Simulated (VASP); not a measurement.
# Ta (Im-3m) in VASP: single point with PBE

Aim: the single point of Ta with PBE.

Program: VASP 6.6.1. These are calculated values, not measurements. Logs are shortened: lines on timing, memory, paths and dates and some standing lists are left out, and cuts for length are marked.

## 1. The cell of the first run

Symmetry: Im-3m, No. 229, cubic system. Conventional cell: a = 3.303 Å, b = 3.303 Å, c = 3.303 Å, α = 90.00°, β = 90.00°, γ = 90.00°. Ta (site symmetry m-3m) has 14 Ta at 2.86 to 3.30 Å within 3.8 Å.

## 2. Single point, PBE

File INCAR:

```
SYSTEM = Ta
ALGO = Normal
EDIFF = 1E-6
ENCUT = 500
GGA = PE
GGA_COMPAT = .FALSE.
ISIF = 2
ISMEAR = -1
LASPH = .TRUE.
LCHARG = .TRUE.
LELF = .TRUE.
LREAL = .FALSE.
LVHAR = .TRUE.
LWAVE = .FALSE.
NBANDS = 78
NELM = 120
PREC = Accurate
SIGMA = 0.1
```

File KPOINTS:

```
k-points
0
G
  2 3 3
  0 0 0
```

File POSCAR:

```
Ta
1.0
   -4.9538400000      4.9538400000      4.9538400000
    3.3025600000     -3.3025600000      3.3025600000
    3.3025600000      3.3025600000     -3.3025600000
Ta
12
Direct
    0.0000000000      0.0000000000      0.0000000000
    0.0000000000      0.0000000000      0.5000000000
    0.0000000000      0.5000000000      0.0000000000
    0.0000000000      0.5000000000      0.5000000000
    0.3333333333      0.0000000000      0.0000000000
    0.3333333333      0.0000000000      0.5000000000
    0.3333333333      0.5000000000      0.0000000000
    0.3333333333      0.5000000000      0.5000000000
    0.6666666667      0.0000000000      0.0000000000
    0.6666666667      0.0000000000      0.5000000000
    0.6666666667      0.5000000000      0.0000000000
    0.6666666667      0.5000000000      0.5000000000
```

Potentials or basis: VASP PAW PBE potentials, release 64 (Ta_pv).

Command:

```console
$ cat potpaw_PBE.64/Ta_pv/POTCAR > POTCAR
$ mpirun -np 1 vasp_std > vasp.out
```

OUTCAR:

```text
SYSTEM = Ta
   EDIFF = 1E-6
   ENCUT = 500
   GGA = PE
   ISIF = 2
   ISMEAR = -1
   LASPH = .TRUE.
   LREAL = .FALSE.
   NELM = 120
   PREC = Accurate

 ion  position               nearest neighbor table
   1  0.000  0.000  0.000-   5 2.86   9 2.86   8 2.86  12 2.86   2 2.86   2 2.86   3 2.86   3 2.86
                            10 3.30   7 3.30  11 3.30   6 3.30   4 3.30   4 3.30
   2  0.000  0.000  0.500-   6 2.86  10 2.86   7 2.86  11 2.86   1 2.86   1 2.86   4 2.86   4 2.86
                             9 3.30   5 3.30  12 3.30   8 3.30   3 3.30   3 3.30
   3  0.000  0.500  0.000-   7 2.86  11 2.86   6 2.86  10 2.86   1 2.86   4 2.86   1 2.86   4 2.86
                            12 3.30   5 3.30   9 3.30   8 3.30   2 3.30   2 3.30
   4  0.000  0.500  0.500-   8 2.86  12 2.86   5 2.86   9 2.86   2 2.86   3 2.86   2 2.86   3 2.86
                            11 3.30   7 3.30  10 3.30   6 3.30   1 3.30   1 3.30
   5  0.333  0.000  0.000-   1 2.86   4 2.86   7 2.86   6 2.86   7 2.86   6 2.86  12 2.86   9 2.86
                             2 3.30   3 3.30   8 3.30   8 3.30  11 3.30  10 3.30
   6  0.333  0.000  0.500-   2 2.86   3 2.86   8 2.86   5 2.86   8 2.86   5 2.86  11 2.86  10 2.86
                             1 3.30   4 3.30   7 3.30   7 3.30   9 3.30  12 3.30
   7  0.333  0.500  0.000-   3 2.86   2 2.86   8 2.86   8 2.86   5 2.86   5 2.86  10 2.86  11 2.86
                             4 3.30   1 3.30   6 3.30   6 3.30   9 3.30  12 3.30
   8  0.333  0.500  0.500-   4 2.86   1 2.86   7 2.86   7 2.86   6 2.86   6 2.86   9 2.86  12 2.86
                             3 3.30   2 3.30   5 3.30   5 3.30  11 3.30  10 3.30
   9  0.667  0.000  0.000-   1 2.86   4 2.86  10 2.86  11 2.86  10 2.86  11 2.86   8 2.86   5 2.86
                             3 3.30   2 3.30  12 3.30  12 3.30   7 3.30   6 3.30
  10  0.667  0.000  0.500-   2 2.86   3 2.86   9 2.86  12 2.86   9 2.86  12 2.86   7 2.86   6 2.86
                             1 3.30   4 3.30  11 3.30  11 3.30   8 3.30   5 3.30
  11  0.667  0.500  0.000-   3 2.86   2 2.86   9 2.86  12 2.86  12 2.86   9 2.86   6 2.86   7 2.86
                             1 3.30   4 3.30  10 3.30  10 3.30   5 3.30   8 3.30
  12  0.667  0.500  0.500-   4 2.86   1 2.86  10 2.86  11 2.86  11 2.86  10 2.86   5 2.86   8 2.86
                             3 3.30   2 3.30   9 3.30   9 3.30   6 3.30   7 3.30

  LATTYP: Found a base centered monoclinic cell.
 ALAT       =     6.6051200000
 B/A-ratio  =     1.4142135624
 C/A-ratio  =     1.0897247359
 COS(beta)  =    -0.2294157339

  Lattice vectors:

 A1 = (  -3.3025600000,   3.3025600000,  -3.3025600000)
 A2 = (  -3.3025600000,  -3.3025600000,   3.3025600000)
 A3 = (   1.6512800000,   4.9538400000,   4.9538400000)

Analysis of symmetry for initial positions (statically):
=====================================================================
 Subroutine PRICEL returns following result:

  LATTYP: Found a body centered cubic cell.
 ALAT       =     3.3025600000

  Lattice vectors:

 A1 = (  -1.6512799998,   1.6512799998,   1.6512799998)
 A2 = (   1.6512800000,  -1.6512800000,   1.6512800000)
 A3 = (   1.6512800000,   1.6512800000,  -1.6512800000)

  12 primitive cells build up your supercell.

 Routine SETGRP: Setting up the symmetry group for a
 base centered monoclinic supercell.

 Subroutine GETGRP returns: Found  4 space group operations
 (whereof  4 operations were pure point group operations)
 out of a pool of  4 trial point group operations.

The static configuration has the point symmetry C_2h.

Analysis of symmetry for dynamics (positions and initial velocities):
=====================================================================
 Subroutine PRICEL returns following result:

  LATTYP: Found a body centered cubic cell.
 ALAT       =     3.3025600000

  Lattice vectors:

 A1 = (  -1.6512799998,   1.6512799998,   1.6512799998)
 A2 = (   1.6512800000,  -1.6512800000,   1.6512800000)
 A3 = (   1.6512800000,   1.6512800000,  -1.6512800000)

  12 primitive cells build up your supercell.

 Routine SETGRP: Setting up the symmetry group for a
 base centered monoclinic supercell.

 Subroutine GETGRP returns: Found  4 space group operations
 (whereof  4 operations were pure point group operations)
 out of a pool of  4 trial point group operations.

The dynamic configuration has the point symmetry C_2h.

 Subroutine INISYM returns: Found  4 space group operations
[... 57 lines left out ...]
|        The reciprocal lattice is base-centered monoclinic,                  |
|        whereas your k-lattice is face-centered cubic.                       |
|                                                                             |
|     Results are often still useful ...                                      |
|                                                                             |
 -----------------------------------------------------------------------------

 Subroutine IBZKPT returns following result:
 ===========================================

 Found      8 irreducible k-points:

 Following reciprocal coordinates:
            Coordinates               Weight
  0.000000  0.000000  0.000000      1.000000
  0.500000  0.000000  0.000000      1.000000
  0.000000  0.333333  0.000000      4.000000
  0.500000  0.333333  0.000000      4.000000
  0.000000  0.333333  0.333333      2.000000
  0.500000  0.333333  0.333333      2.000000
  0.000000 -0.333333  0.333333      2.000000
  0.500000 -0.333333  0.333333      2.000000
   k-points           NKPTS =      8   k-points in BZ     NKDIM =      8   number of bands    NBANDS=     78
   number of dos      NEDOS =    301   number of ions     NIONS =     12
   total plane-waves  NPLWV = 112896
   dimension x,y,z NGX =    64 NGY =   42 NGZ =   42
   dimension x,y,z NGXF=   128 NGYF=   84 NGZF=   84
   ions per type =              12
   NGX,Y,Z   is equivalent  to a cutoff of  12.40, 12.21, 12.21 a.u.
   NGXF,Y,Z  is equivalent  to a cutoff of  24.80, 24.41, 24.41 a.u.
 SYSTEM =  Ta
   PREC   = accura    normal or accurate (medium, high low for compatibility)
   ISTART =      0    job   : 0-new  1-cont  2-samecut
   ICHARG =      2    charge: 1-file 2-atom 10-const
   ISPIN  =      1    spin polarized calculation?
   LNONCOLLINEAR =      F non collinear calculations
   LSORBIT =      F    spin-orbit coupling
   LASPH  =      T    aspherical Exc in radial PAW
   ENCUT  =  500.0 eV  36.75 Ry    6.06 a.u.  15.64 10.43 10.43*2*pi/ulx,y,z
   NELM   =    120;   NELMIN=  2; NELMDL= -5     # of ELM steps
   EDIFF  = 0.1E-05   stopping-criterion for ELM
   LREAL  =      F    real-space projection
   EDIFFG = 0.1E-04   stopping-criterion for IOM
   NSW    =      0    number of steps for IOM
   IBRION =     -1    ionic relax: 0-MD 1-quasi-New 2-CG
   NFREE  =      0    steps in history (QN), initial steepest desc. (CG)
   ISIF   =      2    stress and relaxation
   ISYM   =      2    0-nonsym 1-usesym 2-fastsym
   POTIM  = 0.5000    time-step for ionic-motion
   TEBEG  =    0.0;   TEEND  =   0.0 temperature during run
   PSTRESS=    0.0 pullay stress
   NELECT =     132.0000    total number of electrons
   NUPDOWN=      -1.0000    fix difference up-down
   EMIN   =  10.00;   EMAX   =-10.00  energy-range for DOS
   EFERMI =   0.00;   METHOD = LEGACY
   ISMEAR =    -1;   SIGMA  =   0.10  broadening in eV -4-tet -1-fermi 0-gaus
   EFERMI_NEDOS =   21; number of points for ismear=-14 and -15
   IALGO  =     38    algorithm
   IMIX   =      4    mixing-type and parameters
     AMIX     =   0.40;   BMIX     =  1.00
     AMIX_MAG =   1.60;   BMIX_MAG =  1.00
  volume/ion in A,a.u.               =      18.01       121.54
  Fermi-wavevector in a.u.,A,eV,Ry     =   1.388988  2.624806 26.249534  1.929286
  Thomas-Fermi vector in A             =   2.513061
   LORBIT       =      0    0 simple, 1 ext, 2 COOP (PROOUT), +10 PAW based schemes
   GGA     = PE    functional components
   LHFCALC =     F    Hartree Fock is set to
   AEXX    =    0.0000 exact exchange contribution
   IVDW    =     0    specifies the selected vdW correction
   LEPSILON=     F    determine dielectric tensor
   LRPA    =     F    only Hartree local field effects (RPA)
 non-spin polarized calculation
  energy-cutoff  :      500.00
  volume of cell :      216.12
 maximum number of plane-waves:      5515
 NGX is ok and might be reduce to    64
   NGX = 31   NGY = 21   NGZ = 21

 number of electron     132.0000020 magnetization

 Free energy of the ion-electron system (eV)
  ---------------------------------------------------
  ext. energy  EPLUGINS =         0.00000000
  ---------------------------------------------------
  free energy    TOTEN  =      -141.25973688 eV

  energy without entropy =     -140.36647083  energy(sigma->0) =     -140.81310386

 E-fermi :   5.4591     XC(G=0): -12.6208

 val. band max:        5.4284669510   @ k =   0.5000   0.3333   0.0000
 cond. band min:       5.4848714176   @ k =   0.0000  -0.3333   0.3333
 fundamental gap:      0.0564044665
 Fermi energy:         5.4590714423

 k-point     1 :       0.0000    0.0000    0.0000
  band No.  band energies     occupation
      1     -28.7686      2.00000
      2     -28.7686      2.00000
      3     -28.7686      2.00000
      4     -28.6248      2.00000
      5     -28.6248      2.00000
      6     -28.6248      2.00000
[... 637 lines left out ...]
     77       7.5745      0.00000
     78       7.5745      0.00000

------------------------ aborting loop because EDIFF is reached ----------------------------------------

  FORCE on cell =-STRESS in cart. coord.  units (eV):
  Direction    XX          YY          ZZ          XY          YZ          ZX
  --------------------------------------------------------------------------------------
  -------------------------------------------------------------------------------------
  Total        6.7134035      6.7133838      6.7133838     -0.0003201      0.0004906     -0.0003200
  in kB       49.7679708     49.7678244     49.7678244     -0.0023731      0.0036366     -0.0023723
  external PRESSURE =      49.7678732 kB  Pullay stress =       0.0000000 kB

 VOLUME and BASIS-vectors are now :
 -----------------------------------------------------------------------------
  energy-cutoff  :      500.00
  volume of cell :      216.12
      direct lattice vectors                 reciprocal lattice vectors
    -4.953840000  4.953840000  4.953840000     0.000000000  0.100931802  0.100931802
     3.302560000 -3.302560000  3.302560000     0.151397704  0.000000000  0.151397704
     3.302560000  3.302560000 -3.302560000     0.151397704  0.151397704  0.000000000

 POSITION                                       TOTAL-FORCE (eV/Angst)
 -----------------------------------------------------------------------------------
      0.00000      0.00000      0.00000         0.000000      0.000000     -0.000000
      1.65128      1.65128     -1.65128         0.000000      0.000000      0.000000
      1.65128     -1.65128      1.65128        -0.000000     -0.000000     -0.000000
      3.30256      0.00000      0.00000        -0.000000     -0.000000     -0.000000
     -1.65128      1.65128      1.65128        -0.000000      0.000000     -0.000000
      0.00000      3.30256     -0.00000        -0.000000      0.000000     -0.000000
      0.00000     -0.00000      3.30256        -0.000000      0.000000      0.000000
      1.65128      1.65128      1.65128        -0.000000     -0.000000      0.000000
     -3.30256      3.30256      3.30256         0.000000     -0.000000     -0.000000
     -1.65128      4.95384      1.65128         0.000000     -0.000000     -0.000000
     -1.65128      1.65128      4.95384         0.000000     -0.000000      0.000000
     -0.00000      3.30256      3.30256         0.000000      0.000000      0.000000
 -----------------------------------------------------------------------------------
    total drift:                               -0.000000      0.000000      0.000000

  FREE ENERGIE OF THE ION-ELECTRON SYSTEM (eV)
  ---------------------------------------------------
  free  energy   TOTEN  =      -141.2597368814 eV

  energy  without entropy=     -140.3664708293  energy(sigma->0) =     -140.81310386
```

It took 2 min on 1 thread of AMD EPYC 7R13 (Zen 3), shared host; peak memory 0.32 GiB.

What came out:

```
Free energy            : -141.2597 eV
Pressure               : 5.0 GPa
Band gap on the k mesh : zero (bands 66 and 67 overlap by 1.05 eV)
```

Levels at points of the mesh, in eV from the Fermi level:
```tsv
k point	band 63	band 64	band 65	band 66	band 67	band 68
(0.00, 0.00, 0.00)	-0.03	0.03	0.03	0.76	0.76	0.76
(0.50, 0.00, 0.00)	-0.03	-0.03	0.06	0.06	0.38	0.38
```

Caveat: the k points lie up to 0.45 Å⁻¹ apart, too coarse for converged energies and pressures of a metal; spin-orbit coupling is left out, which moves the levels of the heavy elements.
